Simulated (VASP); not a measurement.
Input of a VASP 6.6.1 run:

File INCAR:

```
SYSTEM = Al2GaN3
PREC = Accurate
ENCUT = 600
EDIFF = 1E-7
ISMEAR = 0
SIGMA = 0.02
LREAL = .FALSE.
LASPH = .TRUE.
NELM = 120
ALGO = Normal
ISIF = 3
LWAVE = .FALSE.
LCHARG = .FALSE.
GGA = PS
IBRION = 2
NSW = 70
EDIFFG = -0.008
PSTRESS = 20.0
GGA_COMPAT = .FALSE.
NELMIN = 4
KPAR = 4
```

KPOINTS

```
regular mesh
0
G
  8 8 4
  0 0 0
```

The input POSCAR:

```
Al2GaN3
1.0
    5.7067684235     -1.5579294152      0.0009058033
    5.7067684235      1.5579294152      0.0009058033
   -1.8841815298      0.0000000000      7.1298215326
Al Ga N
4 2 6
Direct
    0.9442094829      0.9442094829      0.3892317942
    0.8889313905      0.8889313905      0.7767015036
    0.2231418110      0.2231418110      0.4445132117
    0.5540491763      0.5540491763      0.1130296846
    0.2770821302      0.2770821302      0.0576223522
    0.6096504598      0.6096504598      0.7217877031
    0.1476133206      0.1476133206      0.1850004133
    0.4816489578      0.4816489578      0.8524466906
    0.8183309532      0.8183309532      0.5150587638
    0.7644028747      0.7644028747      0.9017209733
    0.0952971031      0.0952971031      0.5647077552
    0.4310073400      0.4310073400      0.2429801442
```

Potentials or basis: VASP PAW PBE potentials, release 64 (Al, Ga_d, N).

Launch:

```sh
$ cat potpaw_PBE.64/Al/POTCAR potpaw_PBE.64/Ga_d/POTCAR potpaw_PBE.64/N/POTCAR > POTCAR
$ mpirun -np 4 vasp_std > vasp.out
```

Task: Predict the relaxed cell.

Result: a = 5.931 Å, b = 5.931 Å, c = 7.394 Å, α = 104.25°, β = 104.25°, γ = 30.54°.

Task: Predict the space group after relaxing (to 0.1 Å).

Result: Cm (No. 8).

Task: Estimate the relaxed volume.

Result: 10.65 Å³/atom.

Task: Predict the band gap on the k mesh.

Result: 3.36 eV.

The path:
```csv
step,energy change (eV),largest force (eV/Å),pressure (GPa),volume (Å³)
1,0.0000,0.0171,3.71,126.78
2,-0.0261,0.0198,0.35,128.86
3,-0.0185,0.0087,1.99,127.82
4,-0.0182,0.0086,2.04,127.80
5,-0.0183,0.0030,2.03,127.80
```

Caveat: the cell is relaxed towards a set pressure, so the run minimises the enthalpy, not the energy; the PAW data sets were made with another functional, which shifts forces and pressure a little. A k mesh can miss the band edges.
